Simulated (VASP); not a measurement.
Zr2TiH6:

```
Zr Ti H
1.0
     0.00000    4.26510    4.26510
     4.26510    0.00000    4.26510
     4.26510    4.26510    0.00000
Zr Ti H
2 1 6
Direct
  0.25000 0.25000 0.25000
  0.75000 0.75000 0.75000
  0.00000 0.00000 0.00000
  0.75000 0.25000 0.25000
  0.25000 0.75000 0.75000
  0.25000 0.75000 0.25000
  0.75000 0.25000 0.75000
  0.25000 0.25000 0.75000
  0.75000 0.75000 0.25000
```

```yaml
Program: VASP 6.6.1
Task: relaxation of cell and atoms
Functional: PBE
Potentials_or_basis: VASP PAW PBE potentials, release 64 (Zr_sv, Ti_sv, H)
Cutoff: 600 eV
k_mesh: 4 × 4 × 4
Occupations: gaussian, width 0.1 eV
Spin: no spin polarisation
```

At the start: pressure -21.3 GPa; volume 17.24 Å³/atom.

Task: Where does the relaxation end?

Result: Over 10 steps the energy falls by 951.6 meV/atom and the volume is 8.76 Å³/atom (-49.2 %); space group Fm-3m (No. 225, to 0.05 Å).

Step by step:
| step | energy change (eV) | largest force (eV/Å) | pressure (GPa) | volume (Å³) |
| --- | --- | --- | --- | --- |
| 1 | 0.0000 | 0.7238 | -21.32 | 155.17 |
| 2 | -6.1061 | 0.3293 | -18.02 | 109.15 |
| 3 | -7.5621 | 1.3007 | -6.59 | 90.71 |
| 4 | -7.6347 | 1.7069 | -0.14 | 85.32 |
| 5 | -7.6387 | 1.5974 | -2.03 | 86.68 |
| 6 | -8.2825 | 0.9189 | 0.16 | 81.72 |
| 7 | -8.5023 | 0.0752 | 6.00 | 75.03 |
| 8 | -8.5237 | 0.2565 | 4.43 | 76.47 |
| 9 | -8.5544 | 0.0756 | -2.26 | 80.00 |
| 10 | -8.5644 | 0.0294 | -0.15 | 78.81 |

Final structure:
```
CELL_PARAMETERS angstrom
0.00000 3.40286 3.40286
3.40286 0.00000 3.40286
3.40286 3.40286 0.00000
ATOMIC_POSITIONS crystal
Zr 0.25000 0.25000 0.25000
Zr 0.75000 0.75000 0.75000
Ti 0.00000 0.00000 0.00000
H 0.73031 0.26969 0.26969
H 0.26969 0.73031 0.73031
H 0.26969 0.73031 0.26969
H 0.73031 0.26969 0.73031
H 0.26969 0.26969 0.73031
H 0.73031 0.73031 0.26969
```

Caveat: the volume moved by over 15 % at a fixed basis, so the end points are rough.
